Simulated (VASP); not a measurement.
Here is a VASP 6.6.1 calculation.

File INCAR:

```
SYSTEM = Mg
PREC     = Accurate       ! precision mode
ENCUT    = 520            ! plane-wave cutoff, eV
EDIFF    = 1E-7           ! SCF threshold, eV
ISMEAR   = -1             ! smearing method
SIGMA    = 0.1            ! smearing width, eV
LREAL    = .FALSE.        ! projectors in reciprocal space
LASPH    = .TRUE.         ! aspherical terms in the spheres
NELM     = 80             ! most SCF steps
ALGO     = Normal         ! electronic algorithm
ISIF     = 2              ! what is computed and relaxed
LWAVE    = .FALSE.        ! write WAVECAR
LCHARG   = .FALSE.        ! write CHGCAR
GGA      = B5             ! functional
ALDAX    = 1.0          
AGGAX    = 1.0          
AGGAC    = 1.0          
ALDAC    = 0.0          
NBANDS   = 7              ! bands
```

The input KPOINTS:

```
Automatic mesh
0
G
  11 11 11
  0 0 0
```

POSCAR

```
Mg
1.0
    3.1318884083      0.0000000000      0.0000000000
    0.0000000000      3.1318884083      0.0000000000
    0.0000000000      0.0000000000      3.1318884083
Mg
1
Direct
    0.0000000000      0.0000000000      0.0000000000
```

Potentials or basis: VASP PAW PBE potentials, release 64 (Mg).

Launch:

```bash
$ cat potpaw_PBE.64/Mg/POTCAR > POTCAR
$ mpirun -np 1 vasp_std > vasp.out
```

Problem. What does it give for the pressure?

Solution. -0.6 GPa.

Problem. What does it give for the band gap on the k mesh?

Solution. Zero (band 1 reaches 4.70 eV, above the bottom of band 2 at 0.51 eV).

Caveat: the PAW data sets were made with another functional, which shifts forces and pressure a little.
